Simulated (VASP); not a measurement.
**TiCo: single point with PBE**

TiCo:

```
Ti Co
1.0
     2.89319    0.00000    0.00000
     0.00000    2.89319    0.00000
     0.00000    0.00000    2.89319
Ti Co
1 1
Direct
  0.00000 0.00000 0.00000
  0.50000 0.50000 0.50000
```

This cell differs from its parent crystal: volume scaled by 0.91.

| Property | Result |
| --- | --- |
| Program | VASP 6.6.1 |
| Task | single point |
| Functional | PBE |
| Potentials or basis | VASP PAW PBE potentials, release 64 (Ti_sv, Co) |
| Cutoff | 520 eV |
| k mesh | 14 × 14 × 14 |
| Occupations | gaussian, width 0.1 eV |
| Spin | collinear spin, ferromagnetic start |
| Starting moments | [0.0, 1.09] μB |
| Dipole correction | no |
| Further INCAR settings | ALGO = Normal; EDIFF = 1e-07; NBANDS = 22 |

The pressure is 17.4 GPa, the net moment is 0.62 μB per cell and the site moments are Ti +0.01; Co +0.63 μB. The valence electrons inside the program's atomic spheres are Ti 10.43; Co 8.46.

Levels at points of the mesh, in eV from the Fermi level:
Spin up:
| k point | band 8 | band 9 | band 10 | band 11 | band 12 | band 13 | band 14 | band 15 |
| --- | --- | --- | --- | --- | --- | --- | --- | --- |
| (0.00, 0.00, 0.00) | -1.94 | -1.94 | -1.94 | 0.60 | 0.60 | 2.98 | 2.98 | 2.98 |
| (0.50, 0.00, 0.00) | -2.03 | -2.03 | -1.50 | -0.96 | -0.28 | 0.64 | 0.64 | 2.43 |
| (0.50, 0.50, 0.00) | -2.96 | -1.29 | -0.59 | 0.77 | 0.77 | 1.24 | 2.77 | 2.77 |
| (0.50, 0.50, 0.50) | -2.42 | -2.42 | -2.42 | -1.25 | -1.25 | 3.52 | 3.52 | 7.76 |
Spin down:
| k point | band 6 | band 7 | band 8 | band 9 | band 10 | band 11 | band 12 | band 13 | band 14 | band 15 |
| --- | --- | --- | --- | --- | --- | --- | --- | --- | --- | --- |
| (0.00, 0.00, 0.00) | -4.14 | -4.14 | -1.57 | -1.57 | -1.57 | 1.01 | 1.01 | 3.07 | 3.07 | 3.07 |
| (0.50, 0.00, 0.00) | -4.04 | -2.39 | -1.64 | -1.64 | -1.08 | -1.01 | 0.52 | 0.68 | 0.68 | 2.47 |
| (0.50, 0.50, 0.00) | -4.14 | -2.67 | -2.67 | -0.26 | 0.15 | 0.77 | 0.77 | 1.36 | 2.92 | 2.92 |
| (0.50, 0.50, 0.50) | -2.61 | -2.61 | -2.39 | -2.39 | -2.39 | -0.22 | -0.22 | 3.50 | 3.50 | 7.97 |

Wall time 61 s on 1 thread of Intel(R) Xeon(R) Platinum 8559C (Emerald Rapids), with other jobs on the host, peak memory 0.22 GiB.
